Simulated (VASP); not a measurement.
Crystal: Ga.

```xyz
1
Lattice="0.0000 2.1398 2.1398 2.1398 0.0000 2.1398 2.1398 2.1398 0.0000" Properties=species:S:1:pos:R:3 pbc="T T T"
Ga    0.0000    0.0000    0.0000
```

| Property | Result |
| --- | --- |
| Program | VASP 6.6.1 |
| Task | relaxation of cell and atoms |
| Functional | LDA |
| Potentials or basis | VASP PAW LDA potentials, release 64 (Ga_d) |
| Cutoff | 600 eV |
| k mesh | 13 × 13 × 13 |
| Occupations | fermi-dirac, width 0.1 eV |
| Spin | no spin polarisation |

At the start: pressure -6.3 GPa; volume 19.59 Å³/atom.

Problem. How do energy, volume and symmetry change on relaxing?

Solution. Over 6 steps the energy falls by 52.6 meV/atom and the volume is 17.23 Å³/atom (-12.1 %); space group Fm-3m (No. 225, to 0.05 Å).

Step by step:
```
step  energy change (eV)  largest force (eV/Å)  pressure (GPa)  volume (Å³)
   1              0.0000                0.0000           -6.30        19.59
   2             -0.0517                0.0000           -0.84        17.49
   3             -0.0525                0.0000           -0.28        17.29
   4             -0.0526                0.0000            0.26        17.19
   5             -0.0526                0.0000           -0.16        17.23
   6             -0.0526                0.0000           -0.01        17.23
```

Final structure:
```cif
data_structure
_symmetry_space_group_name_H-M 'P 1'
_symmetry_Int_Tables_number 1
_cell_length_a 2.8993
_cell_length_b 2.8993
_cell_length_c 2.8993
_cell_angle_alpha 60.000
_cell_angle_beta 60.000
_cell_angle_gamma 60.000
_cell_volume 17.23
loop_
_atom_site_label
_atom_site_type_symbol
_atom_site_fract_x
_atom_site_fract_y
_atom_site_fract_z
_atom_site_occupancy
Ga1 Ga 0.00000 0.00000 0.00000 1
```
